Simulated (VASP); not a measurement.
A run of VASP 6.6.1 is set up as follows.

POSCAR

```
Rb
1.0
    0.0000000000      3.5655807833      3.5655807833
    3.5655807833      0.0000000000      3.5655807833
    3.5655807833      3.5655807833      0.0000000000
Rb
1
Direct
    0.0000000000      0.0000000000      0.0000000000
```

File INCAR.step1:

```
PREC = Accurate ; ENCUT = 520
ISMEAR = 0 ; SIGMA = 0.15
LREAL = False ; LASPH = True
NELM = 80 ; NBANDS = 10
GGA = PE ; ALGO = Normal
EDIFF = 1E-4 ; LWAVE = True
LCHARG = False
```

File INCAR.step2:

```
PREC = Accurate ; ENCUT = 520
EDIFF = 1E-6 ; ISMEAR = 0
SIGMA = 0.15 ; LREAL = False
LASPH = True ; NELM = 80
ALGO = Normal ; ISIF = 2
LWAVE = False ; LCHARG = False
METAGGA = R2SCAN ; LMIXTAU = True
NBANDS = 10 ; ISTART = 1
```

File KPOINTS:

```
regular mesh
0
Gamma
  6 6 6
```

Potentials or basis: VASP PAW PBE potentials, release 64 (Rb_sv).

Command:

```console
$ cat potpaw_PBE.64/Rb_sv/POTCAR > POTCAR
$ cp INCAR.step1 INCAR
$ mpirun -np 1 vasp_std > vasp.out
$ cp INCAR.step2 INCAR
$ mpirun -np 1 vasp_std > vasp.out
```

Question: What does it give for the pressure?

Answer: 0.2 GPa.

Caveat: the PAW data sets were made with another functional, which shifts forces and pressure a little.
